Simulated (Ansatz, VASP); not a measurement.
# One calculation of B3N2, two programs

```xyz
5
Lattice="3.3531 0.0000 0.0000 0.0000 3.3531 0.0000 0.0000 0.0000 3.3531" Properties=species:S:1:pos:R:3 pbc="T T T"
B     0.0000    1.6766    1.6766
B     1.6766    0.0000    1.6766
B     1.6766    1.6766    0.0000
N     0.0000    0.0000    0.0000
N     1.6766    1.6766    1.6766
```

Alike in both runs: functional PBE; k mesh 6 × 6 × 6; occupations gaussian, width 0.1 eV; no spin polarisation.

Ansatz relaxed the structure, and its values are those at the end. VASP's run is a single point on that final structure, the one shown.

|  | VASP | Ansatz |
| --- | --- | --- |
| version | VASP 6.6.1 | Ansatz 0.2.0 |
| potentials or method | VASP PAW PBE potentials, release 64 (B, N), cutoff 520 eV | scalar-relativistic, plane waves, PAW |
| valence electrons in the cell | 19 | 19 |

|  | VASP | Ansatz | Ansatz less VASP |
| --- | --- | --- | --- |
| gap on the k mesh at the Fermi level (eV) | none | none | - |
| pressure (GPa) | -0.2 | 0.0 | +0.20 |

A gap of «none» marks a metal or a gap that the smearing closes.
